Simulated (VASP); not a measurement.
Runs of VASP 6.6.1 on B. The structure is that of space group P6/mmm (No. 191), or close to it. The cells are those of the table. This isn't the form of B at room conditions, which is rhombohedral.

```tsv
task	cell	k mesh	cutoff (eV)	gap on the mesh (eV)	pressure (GPa)	relaxed volume (Å³/atom)
relaxation of cell and atoms	relaxed from a = 1.840, b = 1.840, c = 2.215 Å, angles 90.0, 90.0, 120.0°, 1 atom	33 × 33 × 24	600	none	-0.1	8.80
relaxation of cell and atoms	relaxed from a = 1.711, b = 1.711, c = 3.935 Å, angles 90.0, 90.0, 120.0°, 1 atom	36 × 36 × 14	600	none	0.0	(a)
single point	a = 1.711, b = 1.711, c = 3.935 Å, angles 90.0, 90.0, 120.0°, 1 atom	33 × 33 × 24	520	none	-0.1	-
single point	a = 1.712, b = 1.712, c = 3.995 Å, angles 90.0, 90.0, 120.0°, 1 atom	36 × 36 × 14	520	none	0.0	-
```

Alike in all rows: level PBE; potentials or basis VASP PAW PBE potentials, release 64 (B); no spin polarisation; smearing gaussian 0.1 eV.

Estimate the missing entries.

(a) 9.99.

Caveats: an odd number of electrons without spin polarisation forces a metal; a magnetic or distorted state may lie lower; the volume moved by over 15 % at a fixed basis, so the end points are rough (at least some runs).

A gap of «none» marks levels without a gap at the run's occupations.
